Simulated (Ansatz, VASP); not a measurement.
One calculation of Au3C, two programs

INCAR

```
ALGO     = Normal         # electronic algorithm
DIPOL    = 0.5 0.5 0.367
EDIFF    = 1E-6           # SCF threshold, eV
ENCUT    = 520            # plane-wave cutoff, eV
GGA      = PE             # functional
IDIPOL   = 3            
ISIF     = 2              # what is computed and relaxed
ISMEAR   = 0              # smearing method
LASPH    = True           # aspherical terms in the spheres
LCHARG   = True           # write CHGCAR
LDIPOL   = True         
LELF     = True           # ELF
LREAL    = False          # projectors in reciprocal space
LVACPOTAV= True         
LVHAR    = True         
LWAVE    = False          # write WAVECAR
NBANDS   = 26             # bands
NELM     = 60             # most SCF steps
PREC     = Accurate       # precision mode
SIGMA    = 0.1            # smearing width, eV
```

File KPOINTS:

```
k-points
0
Gamma
  9 9 1
```

File POSCAR:

```
Au3C
1.0
    2.9402049748      0.0000000000      0.0000000000
   -1.4701024874      2.5462922005      0.0000000000
    0.0000000000      0.0000000000     21.8974947720
Au C
3 1
Direct
    0.6666666667      0.3333333333      0.1826692981
    0.3333333333      0.6666666667      0.2945190844
    0.0000000000      0.0000000000      0.4063247812
    0.6666666667     -0.6666666667      0.5830573271
```

Input for Ansatz:

```yaml
crystal:
  lattice:
    - [2.9402049748, 0.0, 0.0]
    - [-1.4701024874, 2.5462922005, 0.0]
    - [0.0, 0.0, 21.897494772]
  atoms:
    - { symbol: Au, position: [0.6666666667, 0.3333333333, 0.1826692981] }
    - { symbol: Au, position: [0.3333333333, 0.6666666667, 0.2945190844] }
    - { symbol: Au, position: [0.0, 0.0, 0.4063247812] }
    - { symbol: C, position: [0.6666666667, -0.6666666667, 0.5830573271] }
basis:
  ecutwfc: 420
kpoints:
  mp_grid: { grid: [9, 9, 1] }
hamiltonian:
  xc: pbe
scf:
  occupations: { method: gaussian, width: 0.1 }
output:
  forces: true
  eigenvalues: true
efield:
  axis: 3
  dipole_correction: true
  ramp_width: 0.04
```

Alike in both runs: task single point; functional PBE; k mesh 9 × 9 × 1; occupations gaussian, width 0.1 eV; no spin polarisation.

```csv
,VASP,Ansatz
version,VASP 6.6.1,Ansatz 0.2.0
potentials or method,"VASP PAW PBE potentials, release 64 (Au, C), cutoff 520 eV","scalar-relativistic, plane waves, PAW"
valence electrons in the cell,37,61
```

```csv
,VASP,Ansatz,Ansatz less VASP
gap on the k mesh at the Fermi level (eV),none,none,-
rms of the force components (eV/Å),0.058,0.056,-0.0014
"work function, face that differs most (eV)",5.97,5.99,+0.016
```

Atom by atom the forces differ by 0.003 eV/Å (rms over components). A gap of «none» marks a metal or a gap that the smearing closes. VASP's potentials hold 37 valence electrons a cell and Ansatz's 61, so a difference there can come from the potentials and not from the codes.

Spin-orbit coupling is off throughout.
